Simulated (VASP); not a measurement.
# Zr3GeTe4 (P-3m1) in VASP: single point with PBE

Aim: the single point of Zr3GeTe4 with PBE.

All numbers are computed with VASP 6.6.1; they aren't measurements. Logs are shortened: lines on timing, memory, paths and dates and some standing lists are left out, and cuts for length are marked.

**1. The cell of the first run**

It takes space group P-3m1 (No. 164, trigonal). Conventional cell: a = 3.832 Å, b = 3.832 Å, c = 15.759 Å, α = 90.00°, β = 90.00°, γ = 120.00°. Zr (site symmetry -3m) has 6 Te at 2.94 Å and 8 Zr at 3.83 to 3.89 Å within 3.9 Å. Within 4.0 Å of Zr (site symmetry 3m) lie 6 Te at 2.92 to 2.95 Å and 7 Zr at 3.83 to 3.89 Å and 1 Ge at 3.99 Å. Ge (site symmetry -3m) has 6 Te at 3.04 Å and 6 Ge at 3.83 Å and 2 Zr at 3.99 Å within 4.0 Å. Te (site symmetry 3m) has 3 Zr at 2.92 Å and 3 Ge at 3.04 Å and 6 Te at 3.83 Å within 3.9 Å. Te (site symmetry 3m) has 6 Zr at 2.94 to 2.95 Å and 6 Te at 3.83 Å within 3.9 Å.

The cell was generated, and may not be a known phase.

**2. Single point, PBE, collinear spin**

Contents of INCAR:

```
SYSTEM = Zr3GeTe4
  ALGO = Normal
  EDIFF = 1E-7
  ENCUT = 520
  GGA = PE
  ISIF = 2
  ISMEAR = 0
  ISPIN = 2
  LASPH = .True.
  LCHARG = .False.
  LMAXMIX = 4
  LORBIT = 11
  LREAL = .False.
  LWAVE = .False.
  MAGMOM = 1 1 1 0 0 0 0 0
  NBANDS = 51
  NELM = 150
  PREC = Accurate
  SIGMA = 0.1
```

Contents of KPOINTS:

```
k-points
0
Gamma
  6 6 1
  0 0 0
```

Contents of POSCAR:

```
Zr3GeTe4
1.0
    3.8324333867      0.0000000000      0.0000000000
   -1.9162166934      3.3189846712      0.0000000000
    0.0000000000      0.0000000000     15.7590685750
Zr Ge Te
3 1 4
Direct
    0.0000000000      0.0000000000      0.5000000000
    0.0000000000      0.0000000000      0.2533829920
    0.0000000000      0.0000000000      0.7466170080
    0.0000000000      0.0000000000      0.0000000000
    0.3333333333      0.6666666667      0.8677080826
    0.3333333333      0.6666666667      0.3772186597
    0.6666666667      0.3333333333      0.1322919174
    0.6666666667      0.3333333333      0.6227813403
```

Potentials or basis: VASP PAW PBE potentials, release 64 (Zr_sv, Ge_d, Te).

Run with:

```console
$ cat potpaw_PBE.64/Zr_sv/POTCAR potpaw_PBE.64/Ge_d/POTCAR potpaw_PBE.64/Te/POTCAR > POTCAR
$ mpirun -np 1 vasp_std > vasp.out
```

OUTCAR:

```text
SYSTEM = Zr3GeTe4
   EDIFF = 1E-7
   ENCUT = 520
   GGA = PE
   ISIF = 2
   ISMEAR = 0
   ISPIN = 2
   LASPH = .True.
   LORBIT = 11
   LREAL = .False.
   NELM = 150
   PREC = Accurate

 ion  position               nearest neighbor table
   1  0.000  0.000  0.500-   6 2.94   8 2.94   8 2.94   6 2.94   8 2.94   6 2.94   2 3.89   3 3.89

   2  0.000  0.000  0.253-   7 2.92   7 2.92   7 2.92   6 2.95   6 2.95   6 2.95   1 3.89
   3  0.000  0.000  0.747-   5 2.92   5 2.92   5 2.92   8 2.95   8 2.95   8 2.95   1 3.89
   4  0.000  0.000  0.000-   5 3.04   7 3.04   7 3.04   5 3.04   7 3.04   5 3.04
   5  0.333  0.667  0.868-   3 2.92   3 2.92   3 2.92   4 3.04   4 3.04   4 3.04
   6  0.333  0.667  0.377-   1 2.94   1 2.94   1 2.94   2 2.95   2 2.95   2 2.95
   7  0.667  0.333  0.132-   2 2.92   2 2.92   2 2.92   4 3.04   4 3.04   4 3.04
   8  0.667  0.333  0.623-   1 2.94   1 2.94   1 2.94   3 2.95   3 2.95   3 2.95

  LATTYP: Found a hexagonal cell.
 ALAT       =     3.8324333867
 C/A-ratio  =     4.1120267425

  Lattice vectors:

 A1 = (   3.8324333867,   0.0000000000,   0.0000000000)
 A2 = (  -1.9162166934,   3.3189846712,   0.0000000000)
 A3 = (   0.0000000000,   0.0000000000,  15.7590685750)

Analysis of symmetry for initial positions (statically):
=====================================================================
 Subroutine PRICEL returns:
 Original cell was already a primitive cell.

 Routine SETGRP: Setting up the symmetry group for a
 hexagonal supercell.

 Subroutine GETGRP returns: Found 12 space group operations
 (whereof 12 operations were pure point group operations)
 out of a pool of 24 trial point group operations.

The static configuration has the point symmetry D_3d.

Analysis of symmetry for dynamics (positions and initial velocities):
=====================================================================
 Subroutine PRICEL returns:
 Original cell was already a primitive cell.

 Routine SETGRP: Setting up the symmetry group for a
 hexagonal supercell.

 Subroutine GETGRP returns: Found 12 space group operations
 (whereof 12 operations were pure point group operations)
 out of a pool of 24 trial point group operations.

The dynamic configuration has the point symmetry D_3d.

Analysis of structural, dynamic, and magnetic symmetry:
=====================================================================
 Subroutine PRICEL returns:
 Original cell was already a primitive cell.

 Routine SETGRP: Setting up the symmetry group for a
[... 143 lines left out ...]
  ext. energy  EPLUGINS =         0.00000000
  ---------------------------------------------------
  free energy    TOTEN  =       -47.48801519 eV

  energy without entropy =      -47.46685782  energy(sigma->0) =      -47.47743651

 E-fermi :   8.7727     XC(G=0): -10.4853

 val. band max:        8.7545549049   @ k =   0.1667  -0.0000   0.0000
 cond. band min:       8.8453840098   @ k =   0.3333   0.3333   0.0000
 fundamental gap:      0.0908291049
 Fermi energy:         8.7727043526

 spin component 1

 k-point     1 :       0.0000    0.0000    0.0000
  band No.  band energies     occupation
      1     -40.7211      1.00000
      2     -40.7179      1.00000
      3     -40.7171      1.00000
      4     -18.8913      1.00000
      5     -18.8446      1.00000
      6     -18.8078      1.00000
[... 353 lines left out ...]
     48      11.2779      0.00000
     49      12.1095      0.00000
 Fermi energy:         8.7727043526

 spin component 2

 k-point     1 :       0.0000    0.0000    0.0000
  band No.  band energies     occupation
      1     -40.7211      1.00000
      2     -40.7179      1.00000
      3     -40.7171      1.00000
      4     -18.8913      1.00000
      5     -18.8446      1.00000
      6     -18.8078      1.00000
[... 353 lines left out ...]
     48      11.2779      0.00000
     49      12.1095      0.00000
 [bands above 49 left out]

------------------------ aborting loop because EDIFF is reached ----------------------------------------

  FORCE on cell =-STRESS in cart. coord.  units (eV):
  Direction    XX          YY          ZZ          XY          YZ          ZX
  --------------------------------------------------------------------------------------
  -------------------------------------------------------------------------------------
  Total        0.0793099      0.0793099      0.4475239     -0.0000000      0.0000000     -0.0000000
  in kB        0.6339098      0.6339098      3.5769789     -0.0000000      0.0000000     -0.0000000
  external PRESSURE =       1.6149328 kB  Pullay stress =       0.0000000 kB

 VOLUME and BASIS-vectors are now :
 -----------------------------------------------------------------------------
  energy-cutoff  :      520.00
  volume of cell :      200.45
      direct lattice vectors                 reciprocal lattice vectors
     3.832433387  0.000000000  0.000000000     0.260930824  0.150648481  0.000000000
    -1.916216693  3.318984671  0.000000000     0.000000000  0.301296962  0.000000000
     0.000000000  0.000000000 15.759068575     0.000000000  0.000000000  0.063455527

 POSITION                                       TOTAL-FORCE (eV/Angst)
 -----------------------------------------------------------------------------------
      0.00000      0.00000      7.87953        -0.000000      0.000000     -0.000000
      0.00000      0.00000      3.99308        -0.000000      0.000000      0.117243
      0.00000      0.00000     11.76599        -0.000000     -0.000000     -0.117243
      0.00000      0.00000      0.00000        -0.000000      0.000000     -0.000000
     -0.00000      2.21266     13.67427         0.000000      0.000000      0.235794
     -0.00000      2.21266      5.94461         0.000000     -0.000000      0.012656
      1.91622      1.10633      2.08480        -0.000000     -0.000000     -0.235794
      1.91622      1.10633      9.81445        -0.000000      0.000000     -0.012656
 -----------------------------------------------------------------------------------
    total drift:                                0.000000      0.000000      0.000000

  FREE ENERGIE OF THE ION-ELECTRON SYSTEM (eV)
  ---------------------------------------------------
  free  energy   TOTEN  =       -47.4880151878 eV

  energy  without entropy=      -47.4668578233  energy(sigma->0) =      -47.47743651

 total charge

# of ion       s       p       d       tot
------------------------------------------
    1        2.127   5.956   1.688   9.771
    2        2.134   5.958   1.673   9.765
    3        2.134   5.958   1.673   9.765
    4        1.349   0.728  10.008  12.085
    5        1.360   2.021   0.056   3.437
    6        1.334   2.084   0.076   3.493
    7        1.360   2.021   0.056   3.437
    8        1.334   2.084   0.076   3.493
--------------------------------------------------
tot         13.132  26.809  15.305  55.246

 magnetization (x)

# of ion       s       p       d       tot
------------------------------------------
    1       -0.000  -0.000  -0.000  -0.000
    2        0.000   0.000   0.000   0.000
    3        0.000   0.000   0.000   0.000
    4       -0.000   0.000   0.000   0.000
    5       -0.000  -0.000   0.000  -0.000
    6        0.000   0.000  -0.000   0.000
    7       -0.000  -0.000   0.000  -0.000
    8        0.000   0.000  -0.000   0.000
--------------------------------------------------
tot          0.000   0.000   0.000   0.000
```

stdout:

```text
POSCAR found type information on POSCAR ZrGeTe
 POSCAR found :  3 types and       8 ions
 scaLAPACK will be used
 LDA part: xc-table for (Slater+PW92), standard interpolation
 POSCAR, INCAR and KPOINTS ok, starting setup
 FFT: planning ... GRIDC
 FFT: planning ... GRID_SOFT
 FFT: planning ... GRID
 WAVECAR not read
 entering main loop
```

Wall time 2.5 min (1 thread of Intel Xeon 6975P-C (Granite Rapids), shared host); peak memory 0.46 GiB.

What came out:

```
Free energy                                           : -47.4880 eV
Pressure                                              : 0.2 GPa
Largest force                                         : 0.236 eV/Å
Band gap on the k mesh                                : zero (filled and empty bands overlap)
Net moment                                            : 0.00 μB per cell
Valence electrons inside the program's atomic spheres : Zr 9.77; Ge 12.09; Te 3.44, 3.49 (each value once)
```

Forces in eV/Å, atoms in the order of the input:
```
Zr   0.000  0.000  0.000
Zr   0.000  0.000  0.117
Zr   0.000  0.000 -0.117
Ge   0.000  0.000  0.000
Te   0.000  0.000  0.236
Te   0.000  0.000  0.013
Te   0.000  0.000 -0.236
Te   0.000  0.000 -0.013
```

Levels at points of the mesh, in eV from the Fermi level:
Spin up:
```csv
k point,band 35,band 36,band 37,band 38,band 39,band 40
"(0.00, 0.00, 0.00)",-0.34,-0.05,0.30,0.30,0.51,0.51
"(0.50, 0.00, 0.00)",-1.52,-1.49,-0.79,0.82,1.01,1.09
```
Spin down:
| k point | band 34 | band 35 | band 36 | band 37 | band 38 | band 39 | band 40 | band 41 |
| --- | --- | --- | --- | --- | --- | --- | --- | --- |
| (0.00, 0.00, 0.00) | -0.66 | -0.34 | -0.05 | 0.30 | 0.30 | 0.51 | 0.51 | 0.69 |
| (0.50, 0.00, 0.00) | -2.10 | -1.52 | -1.49 | -0.79 | 0.82 | 1.01 | 1.09 | 1.45 |

Caveat: the k points lie up to 0.40 Å⁻¹ apart; spin-orbit coupling is left out, which moves the levels of the heavy elements.

The gap in the log of VASP goes by the Fermi energy; the results here count the filled bands.